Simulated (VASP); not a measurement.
# SiC (P1) in VASP: single point with PBE

Aim: the single point of SiC with PBE.

Program: VASP 6.6.1. These are calculated values, not measurements. Logs are shortened: lines on timing, memory, paths and dates and some standing lists are left out, and cuts for length are marked.

### 1 The cell of the first run

The typed cell holds 16 atoms: a = 6.157 Å, b = 6.157 Å, c = 6.157 Å, α = 60.00°, β = 60.00°, γ = 60.00°.

### 2 Single point, PBE

The input, INCAR:

```
  ALGO = Normal
  EDIFF = 1E-6
  ENCUT = 600
  GGA = PE
  GGA_COMPAT = F
  ISIF = 2
  ISMEAR = 0
  LASPH = T
  LCHARG = F
  LREAL = F
  LWAVE = F
  NBANDS = 46
  NELM = 120
  PREC = Accurate
  SIGMA = 0.01
```

The input, KPOINTS:

```
k-points
0
Gamma
  1 1 1
```

The input, POSCAR:

```
SiC
1.0
    0.0000000000      4.3539940000      4.3539940000
    4.3539940000      0.0000000000      4.3539940000
    4.3539940000      4.3539940000      0.0000000000
Si C
8 8
Direct
    0.1401890000      0.1206940000      0.1275650000
    0.1223060000      0.1201180000      0.6180190000
    0.1191100000      0.6277410000      0.1214430000
    0.1201710000      0.6267440000      0.6264940000
    0.6150130000      0.1343770000      0.1167790000
    0.6233980000      0.1281370000      0.6013880000
    0.6340990000      0.6178100000      0.1236160000
    0.6139020000      0.6395340000      0.6287420000
    0.0009520000      0.0054250000     -0.0091080000
   -0.0054820000     -0.0033290000      0.4981370000
   -0.0207730000      0.5077350000     -0.0025460000
    0.0003430000      0.4944490000      0.5012450000
    0.4986580000      0.0001240000      0.0014220000
    0.4984810000     -0.0018800000      0.4963390000
    0.4859220000      0.5009280000     -0.0114350000
    0.4990870000      0.5002590000      0.4897080000
```

Potentials or basis: VASP PAW PBE potentials, release 64 (Si, C).

Run with:

```console
> cat potpaw_PBE.64/Si/POTCAR potpaw_PBE.64/C/POTCAR > POTCAR
> mpirun -np 1 vasp_gam > vasp.out
```

OUTCAR:

```text
EDIFF = 1E-6
   ENCUT = 600
   GGA = PE
   ISIF = 2
   ISMEAR = 0
   LASPH = T
   LREAL = F
   NELM = 120
   PREC = Accurate

 ion  position               nearest neighbor table
   1  0.140  0.121  0.128-  13 1.80  10 1.87  11 1.96   9 1.97   5 2.93   2 2.96   3 3.04   6 3.06
                             4 3.06   7 3.07   7 3.09   4 3.10   6 3.11   3 3.12
   2  0.122  0.120  0.618-  10 1.87   9 1.88  12 1.88  14 1.89   1 2.96   8 3.00   4 3.02   6 3.06
                             5 3.06   3 3.07   3 3.09   5 3.10   6 3.10   4 3.14
   3  0.119  0.628  0.121-  15 1.85   9 1.90  12 1.91  11 1.93   7 3.01   1 3.04   8 3.04   5 3.05
                             4 3.05   2 3.07   2 3.09   4 3.11   5 3.11   8 3.12   1 3.12   7 3.15
   4  0.120  0.627  0.626-  10 1.86  11 1.87  12 1.90  16 1.91   2 3.02   7 3.03   3 3.05   1 3.06
                             8 3.07   6 3.08   8 3.09   6 3.09   1 3.10   3 3.11   7 3.13   2 3.14
   5  0.615  0.134  0.117-  13 1.84  15 1.84  14 1.91   9 1.94   1 2.93   6 2.99   3 3.05   7 3.06
                             8 3.06   2 3.06   2 3.10   8 3.10   7 3.10   3 3.11
   6  0.623  0.128  0.601-  14 1.81  10 1.87  16 1.87  13 2.01   8 2.96   7 2.98   5 2.99   1 3.06
                             2 3.06   4 3.08   4 3.09   2 3.10   1 3.11
   7  0.634  0.618  0.124-  11 1.74  16 1.84  13 1.92  15 2.01   6 2.98   3 3.01   4 3.03   8 3.05
                             5 3.06   1 3.07   1 3.09   5 3.10   8 3.12   4 3.13   3 3.15
   8  0.614  0.640  0.629-  14 1.80  15 1.81  12 1.95  16 1.98   6 2.96   2 3.00   3 3.04   7 3.05
                             5 3.06   4 3.07   4 3.09   5 3.10   7 3.12   3 3.12
   9  0.001  0.005  0.991-   2 1.88   3 1.90   5 1.94   1 1.97
  10  0.995  0.997  0.498-   4 1.86   2 1.87   1 1.87   6 1.87
  11  0.979  0.508  0.997-   7 1.74   4 1.87   3 1.93   1 1.96
  12  0.000  0.494  0.501-   2 1.88   4 1.90   3 1.91   8 1.95
  13  0.499  0.000  0.001-   1 1.80   5 1.84   7 1.92   6 2.01
  14  0.498  0.998  0.496-   8 1.80   6 1.81   2 1.89   5 1.91
  15  0.486  0.501  0.989-   8 1.81   5 1.84   3 1.85   7 2.01
  16  0.499  0.500  0.490-   7 1.84   6 1.87   4 1.91   8 1.98

  LATTYP: Found a face centered cubic cell.
 ALAT       =     8.7079880000

  Lattice vectors:

 A1 = (   0.0000000000,   4.3539940000,   4.3539940000)
 A2 = (   4.3539940000,   0.0000000000,   4.3539940000)
 A3 = (   4.3539940000,   4.3539940000,   0.0000000000)

Analysis of symmetry for initial positions (statically):
=====================================================================
 Subroutine PRICEL returns:
 Original cell was already a primitive cell.

 Routine SETGRP: Setting up the symmetry group for a
 face centered cubic supercell.

 Subroutine GETGRP returns: Found  1 space group operations
 (whereof  1 operations were pure point group operations)
 out of a pool of 48 trial point group operations.

The static configuration has the point symmetry C_1 .

Analysis of symmetry for dynamics (positions and initial velocities):
=====================================================================
 Subroutine PRICEL returns:
 Original cell was already a primitive cell.

 Routine SETGRP: Setting up the symmetry group for a
 face centered cubic supercell.

 Subroutine GETGRP returns: Found  1 space group operations
 (whereof  1 operations were pure point group operations)
 out of a pool of 48 trial point group operations.

The dynamic configuration has the point symmetry C_1 .

 Subroutine INISYM returns: Found  1 space group operations
 (whereof  1 operations are pure point group operations),
 and found     1 'primitive' translations

----------------------------------------------------------------------------------------

                                     Primitive cell

  volume of cell :     165.0796

  direct lattice vectors                    reciprocal lattice vectors
     0.000000000  4.353994000  4.353994000    -0.114837090  0.114837090  0.114837090
     4.353994000  0.000000000  4.353994000     0.114837090 -0.114837090  0.114837090
     4.353994000  4.353994000  0.000000000     0.114837090  0.114837090 -0.114837090

  length of vectors
     6.157477365  6.157477365  6.157477365     0.198903674  0.198903674  0.198903674

  position of ions in fractional coordinates (direct lattice)
     0.140189000  0.120694000  0.127565000
     0.122306000  0.120118000  0.618019000
     0.119110000  0.627741000  0.121443000
     0.120171000  0.626744000  0.626494000
     0.615013000  0.134377000  0.116779000
     0.623398000  0.128137000  0.601388000
     0.634099000  0.617810000  0.123616000
     0.613902000  0.639534000  0.628742000
     0.000952000  0.005425000  0.990892000
     0.994518000  0.996671000  0.498137000
     0.979227000  0.507735000  0.997454000
     0.000343000  0.494449000  0.501245000
     0.498658000  0.000124000  0.001422000
     0.498481000  0.998120000  0.496339000
     0.485922000  0.500928000  0.988565000
     0.499087000  0.500259000  0.489708000

  ion indices of the primitive-cell ions
   primitive index   ion index
                 1           1
                 2           2
                 3           3
                 4           4
                 5           5
                 6           6
                 7           7
                 8           8
                 9           9
                10          10
                11          11
                12          12
                13          13
                14          14
                15          15
                16          16

----------------------------------------------------------------------------------------

 KPOINTS: k-points

Automatic generation of k-mesh.
 Grid dimensions read from file:
 generate k-points for:    1    1    1

 Generating k-lattice:

  Cartesian coordinates                     Fractional coordinates (reciprocal lattice)
    -0.114837090  0.114837090  0.114837090     1.000000000  0.000000000  0.000000000
     0.114837090 -0.114837090  0.114837090     0.000000000  1.000000000  0.000000000
     0.114837090  0.114837090 -0.114837090     0.000000000  0.000000000  1.000000000

  Length of vectors
     0.198903674  0.198903674  0.198903674

  Shift w.r.t. Gamma in fractional coordinates (k-lattice)
     0.000000000  0.000000000  0.000000000

 Subroutine IBZKPT returns following result:
 ===========================================

 Found      1 irreducible k-points:

 Following reciprocal coordinates:
            Coordinates               Weight
  0.000000  0.000000  0.000000      1.000000
   k-points           NKPTS =      1   k-points in BZ     NKDIM =      1   number of bands    NBANDS=     46
   number of dos      NEDOS =    301   number of ions     NIONS =     16
   total plane-waves  NPLWV = 125000
   dimension x,y,z NGX =    50 NGY =   50 NGZ =   50
   dimension x,y,z NGXF=   100 NGYF=  100 NGZF=  100
   ions per type =               8   8
   NGX,Y,Z   is equivalent  to a cutoff of  13.50, 13.50, 13.50 a.u.
   NGXF,Y,Z  is equivalent  to a cutoff of  27.00, 27.00, 27.00 a.u.
 SYSTEM =  unknown system
   PREC   = accura    normal or accurate (medium, high low for compatibility)
   ISTART =      0    job   : 0-new  1-cont  2-samecut
   ICHARG =      2    charge: 1-file 2-atom 10-const
   ISPIN  =      1    spin polarized calculation?
   LNONCOLLINEAR =      F non collinear calculations
   LSORBIT =      F    spin-orbit coupling
   LASPH  =      T    aspherical Exc in radial PAW
   ENCUT  =  600.0 eV  44.10 Ry    6.64 a.u.  12.30 12.30 12.30*2*pi/ulx,y,z
   NELM   =    120;   NELMIN=  2; NELMDL= -5     # of ELM steps
   EDIFF  = 0.1E-05   stopping-criterion for ELM
   LREAL  =      F    real-space projection
   EDIFFG = 0.1E-04   stopping-criterion for IOM
   NSW    =      0    number of steps for IOM
   IBRION =     -1    ionic relax: 0-MD 1-quasi-New 2-CG
   NFREE  =      0    steps in history (QN), initial steepest desc. (CG)
   ISIF   =      2    stress and relaxation
   ISYM   =      2    0-nonsym 1-usesym 2-fastsym
   POTIM  = 0.5000    time-step for ionic-motion
   TEBEG  =    0.0;   TEEND  =   0.0 temperature during run
   PSTRESS=    0.0 pullay stress
   NELECT =      64.0000    total number of electrons
   NUPDOWN=      -1.0000    fix difference up-down
   EMIN   =  10.00;   EMAX   =-10.00  energy-range for DOS
   EFERMI =   0.00;   METHOD = LEGACY
   ISMEAR =     0;   SIGMA  =   0.01  broadening in eV -4-tet -1-fermi 0-gaus
   EFERMI_NEDOS =   21; number of points for ismear=-14 and -15
   IALGO  =     38    algorithm
   IMIX   =      4    mixing-type and parameters
     AMIX     =   0.40;   BMIX     =  1.00
     AMIX_MAG =   1.60;   BMIX_MAG =  1.00
  volume/ion in A,a.u.               =      10.32        69.63
  Fermi-wavevector in a.u.,A,eV,Ry     =   1.193723  2.255810 19.387966  1.424975
  Thomas-Fermi vector in A             =   2.329731
   LORBIT       =      0    0 simple, 1 ext, 2 COOP (PROOUT), +10 PAW based schemes
   GGA     = PE    functional components
   LHFCALC =     F    Hartree Fock is set to
   AEXX    =    0.0000 exact exchange contribution
   IVDW    =     0    specifies the selected vdW correction
   LEPSILON=     F    determine dielectric tensor
   LRPA    =     F    only Hartree local field effects (RPA)
 non-spin polarized calculation
 Gauss-broadening in eV      SIGMA  =   0.01
  energy-cutoff  :      600.00
  volume of cell :      165.08
 maximum number of plane-waves:      2789
 NGX is ok and might be reduce to    50
   NGX = 25   NGY = 25   NGZ = 25

 number of electron      63.9999999 magnetization

 Free energy of the ion-electron system (eV)
  ---------------------------------------------------
  ext. energy  EPLUGINS =         0.00000000
  ---------------------------------------------------
  free energy    TOTEN  =       -99.61047722 eV

  energy without entropy =      -99.61047722  energy(sigma->0) =      -99.61047722

 E-fermi :   8.9607     XC(G=0): -11.2204

 val. band max:        8.8569148447   @ k =   0.0000   0.0000   0.0000
 cond. band min:       9.2187223269   @ k =   0.0000   0.0000   0.0000
 fundamental gap:      0.3618074822
 Fermi energy:         8.9607145773

 k-point     1 :       0.0000    0.0000    0.0000
  band No.  band energies     occupation
      1      -7.0400      2.00000
      2      -3.6924      2.00000
      3      -3.5485      2.00000
      4      -3.1509      2.00000
      5      -3.0313      2.00000
      6      -2.0920      2.00000
      7      -1.8025      2.00000
      8      -1.5623      2.00000
      9      -0.4493      2.00000
     10      -0.4196      2.00000
     11      -0.0386      2.00000
     12       0.0621      2.00000
     13       0.5353      2.00000
     14       0.5871      2.00000
     15       0.6382      2.00000
     16       5.1560      2.00000
     17       5.2028      2.00000
     18       5.2204      2.00000
     19       5.3197      2.00000
     20       5.3842      2.00000
     21       5.4102      2.00000
     22       7.1023      2.00000
     23       7.1508      2.00000
     24       7.4097      2.00000
     25       7.4825      2.00000
     26       7.5407      2.00000
     27       7.6884      2.00000
     28       7.9017      2.00000
     29       7.9705      2.00000
     30       8.6164      2.00000
     31       8.7005      2.00000
     32       8.8569      2.00000
     33       9.2187      0.00000
     34       9.6220      0.00000
     35       9.9756      0.00000
     36      12.4784      0.00000
     37      12.5484      0.00000
     38      12.5745      0.00000
     39      13.7103      0.00000
     40      13.7536      0.00000
     41      13.7827      0.00000
     42      13.8375      0.00000
     43      14.7945      0.00000
     44      14.9800      0.00000
 [bands above 44 left out]

------------------------ aborting loop because EDIFF is reached ----------------------------------------

  FORCE on cell =-STRESS in cart. coord.  units (eV):
  Direction    XX          YY          ZZ          XY          YZ          ZX
  --------------------------------------------------------------------------------------
  -------------------------------------------------------------------------------------
  Total       13.5696286     13.8325922     14.7154707     -1.2289094      0.5633929     -1.1882795
  in kB      131.6997864    134.2519745    142.8207361    -11.9271581      5.4679995    -11.5328256
  external PRESSURE =     136.2574990 kB  Pullay stress =       0.0000000 kB

 VOLUME and BASIS-vectors are now :
 -----------------------------------------------------------------------------
  energy-cutoff  :      600.00
  volume of cell :      165.08
      direct lattice vectors                 reciprocal lattice vectors
     0.000000000  4.353994000  4.353994000    -0.114837090  0.114837090  0.114837090
     4.353994000  0.000000000  4.353994000     0.114837090 -0.114837090  0.114837090
     4.353994000  4.353994000  0.000000000     0.114837090  0.114837090 -0.114837090

 POSITION                                       TOTAL-FORCE (eV/Angst)
 -----------------------------------------------------------------------------------
      1.08092      1.16580      1.13588        -0.580275     -2.564757     -1.415085
      3.21384      3.22337      1.05551         1.683638      0.402704      0.143379
      3.26194      1.04737      3.25178         0.953422     -0.473500     -0.132086
      5.45659      3.25097      3.25206        -1.490334     -0.398511     -0.385059
      1.09353      3.18622      3.26284        -1.225773      0.944352      0.411811
      3.17635      5.33271      3.27218         2.093536      1.447549     -0.060562
      3.22816      3.29909      5.45080         1.729206     -2.285111     -1.209042
      5.52207      5.41046      5.45745        -3.047773      0.204074     -0.717846
      4.33796      4.31848      0.02777         0.042673      0.542243      0.023480
      6.50839      6.49901      8.66962        -0.190354      0.217944      0.586666
      6.55358      8.60646      6.47422        -0.777582      2.083985      1.178260
      4.33525      2.18391      2.15432         0.252183     -0.180185      0.349259
      0.00673      2.17735      2.17169        -0.665950      0.218466      0.474616
      6.50687      4.33144      6.51619         0.067063     -0.986874      0.372741
      6.48524      6.41991      4.29674         0.848121      0.592557      0.203930
      4.31031      4.30521      4.35115         0.308201      0.235065      0.175536
 -----------------------------------------------------------------------------------
    total drift:                               -0.000200     -0.000263     -0.000270

  FREE ENERGIE OF THE ION-ELECTRON SYSTEM (eV)
  ---------------------------------------------------
  free  energy   TOTEN  =       -99.6104772244 eV

  energy  without entropy=      -99.6104772244  energy(sigma->0) =      -99.61047722
```

Run time: 22 s. Hardware: 1 thread of Intel Xeon Platinum 8375C at 2.90GHz (Ice Lake), shared host; peak memory 0.31 GiB.

What came out:

| Property | Result |
| --- | --- |
| Free energy | -99.6105 eV |
| Pressure | 13.6 GPa |
| Largest force | 3.138 eV/Å |

Forces in eV/Å, atoms in the order of the input:
```
Si  -0.580 -2.565 -1.415
Si   1.684  0.403  0.143
Si   0.953 -0.473 -0.132
Si  -1.490 -0.399 -0.385
Si  -1.226  0.944  0.412
Si   2.094  1.448 -0.061
Si   1.729 -2.285 -1.209
Si  -3.048  0.204 -0.718
C    0.043  0.542  0.023
C   -0.190  0.218  0.587
C   -0.778  2.084  1.178
C    0.252 -0.180  0.349
C   -0.666  0.218  0.475
C    0.067 -0.987  0.373
C    0.848  0.593  0.204
C    0.308  0.235  0.176
```

Levels at points of the mesh, in eV from the Fermi level:
| k point | band 28 | band 29 | band 30 | band 31 | band 32 | band 33 | band 34 | band 35 | band 36 | band 37 |
| --- | --- | --- | --- | --- | --- | --- | --- | --- | --- | --- |
| (0.00, 0.00, 0.00) | -1.06 | -0.99 | -0.34 | -0.26 | -0.10 | 0.26 | 0.66 | 1.01 | 3.52 | 3.59 |

Caveat: the k points lie up to 1.25 Å⁻¹ apart; forces of over 1 eV/Å act on the atoms, so gaps and moduli don't describe the material at rest.
